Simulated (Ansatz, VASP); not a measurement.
## TiO2 in VASP and in Ansatz

File INCAR:

```
  ALGO = Normal
  EDIFF = 1E-7
  ENCUT = 520
  GGA = PS
  ISIF = 2
  ISMEAR = 0
  LASPH = T
  LCHARG = F
  LREAL = F
  LWAVE = F
  NBANDS = 33
  NELM = 100
  PREC = Accurate
  SIGMA = 0.05
```

File KPOINTS:

```
k-points
0
Gamma
  6 6 10
```

File POSCAR:

```
TiO2
1.0
    4.5912476203      0.0000000000      0.0000000000
    0.0000000000      4.5912476203      0.0000000000
    0.0000000000      0.0000000000      2.9389940195
Ti O
2 4
Direct
    0.0000000000      0.0000000000      0.0212657799
    0.5000000000      0.5000000000      0.5212657799
    0.3044387440      0.3044387440      0.0000000000
    0.1955612560      0.8044387440      0.5000000000
    0.6955612560      0.6955612560      0.0000000000
    0.8044387440      0.1955612560      0.5000000000
```

Input for Ansatz:

```yaml
crystal:
  lattice:
    - [4.5912476203, 0.0, 0.0]
    - [0.0, 4.5912476203, 0.0]
    - [0.0, 0.0, 2.9389940195]
  atoms:
    - { symbol: Ti, position: [0.0, 0.0, 0.0212657799] }
    - { symbol: Ti, position: [0.5, 0.5, 0.5212657799] }
    - { symbol: O, position: [0.304438744, 0.304438744, 0.0] }
    - { symbol: O, position: [0.195561256, 0.804438744, 0.5] }
    - { symbol: O, position: [0.695561256, 0.695561256, 0.0] }
    - { symbol: O, position: [0.804438744, 0.195561256, 0.5] }
basis:
  ecutwfc: 420
kpoints:
  mp_grid: { grid: [6, 6, 10] }
hamiltonian:
  xc: pbesol
scf:
  occupations: { method: gaussian, width: 0.05 }
output:
  forces: true
  stress: true
  eigenvalues: true
```

Change from the starting cell: all Ti atoms moved +0.062 Å, as atom 1 along Cartesian [0 0 1].

Alike in both runs: task single point; functional PBEsol; k mesh 6 × 6 × 10; occupations gaussian, width 0.05 eV; no spin polarisation.

|  | VASP | Ansatz |
| --- | --- | --- |
| version | VASP 6.6.1 | Ansatz 0.2.0 |
| potentials or method | VASP PAW PBE potentials, release 64 (Ti_sv, O), cutoff 520 eV | scalar-relativistic, plane waves, PAW |
| valence electrons in the cell | 48 | 48 |

|  | VASP | Ansatz | Ansatz less VASP |
| --- | --- | --- | --- |
| gap on the k mesh at the Fermi level (eV) | 1.94 | 1.96 | +0.025 |
| least direct gap on the mesh (eV) | 1.96 | 1.99 | +0.027 |
| pressure (GPa) | 1.3 | 0.6 | -0.68 |
| traceless stress, the component that is largest in VASP (GPa) | 0.39 | 0.19 | -0.204 |
| rms of the force components (eV/Å) | 0.044 | 0.028 | -0.0162 |

VASP's potentials were made for PBE, not for PBEsol. Atom by atom the forces differ by 0.016 eV/Å (rms over components).
